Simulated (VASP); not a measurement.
Wanted: the native input for a VASP 6.6.1 run.

```yaml
Task: single point
Functional: PBEsol
Potentials_or_basis: VASP PAW PBE potentials, release 64 (Nb_sv)
Cutoff: 520 eV
k_mesh: 16 × 16 × 16
Occupations: gaussian, width 0.1 eV
Spin: no spin polarisation
Dipole_correction: no
Further_INCAR_settings: ALGO = Normal; EDIFF = 1e-06; NBANDS = 12
```

The structure of Nb lies in POSCAR:

```
Nb
1.0
    0.0000000000      2.1689127077      2.1689127077
    2.1689127077      0.0000000000      2.1689127077
    2.1689127077      2.1689127077      0.0000000000
Nb
1
Direct
    0.0000000000      0.0000000000      0.0000000000
```

This cell differs from its parent crystal: Zr replaced by Nb, lengths x 0.962, strained.

The input as run:

INCAR

```
PREC     = Accurate       # precision mode
ENCUT    = 520            # plane-wave cutoff, eV
EDIFF    = 1E-6           # SCF threshold, eV
ISMEAR   = 0              # smearing method
SIGMA    = 0.1            # smearing width, eV
LREAL    = False          # projectors in reciprocal space
LASPH    = True           # aspherical terms in the spheres
NELM     = 100            # most SCF steps
ALGO     = Normal         # electronic algorithm
ISIF     = 2              # what is computed and relaxed
LWAVE    = False          # write WAVECAR
LCHARG   = False          # write CHGCAR
GGA      = PS             # functional
NBANDS   = 12             # bands
```

KPOINTS

```
regular mesh
0
Gamma
  16 16 16
```

Potentials or basis: VASP PAW PBE potentials, release 64 (Nb_sv).

Launch:

```console
$ cat potpaw_PBE.64/Nb_sv/POTCAR > POTCAR
$ mpirun -np 1 vasp_std > vasp.out
```

It gave:

- Pressure: -16.9 GPa

Caveat: the cell differs from its parent crystal (Zr replaced by Nb, lengths x 0.962, strained); the PAW data sets were made with another functional, which shifts forces and pressure a little.

Wall time 30 s on 1 thread of Intel(R) Xeon(R) Platinum 8259CL CPU @ 2.50GHz (Skylake/Cascade Lake), on a shared host, peak memory 0.16 GiB.
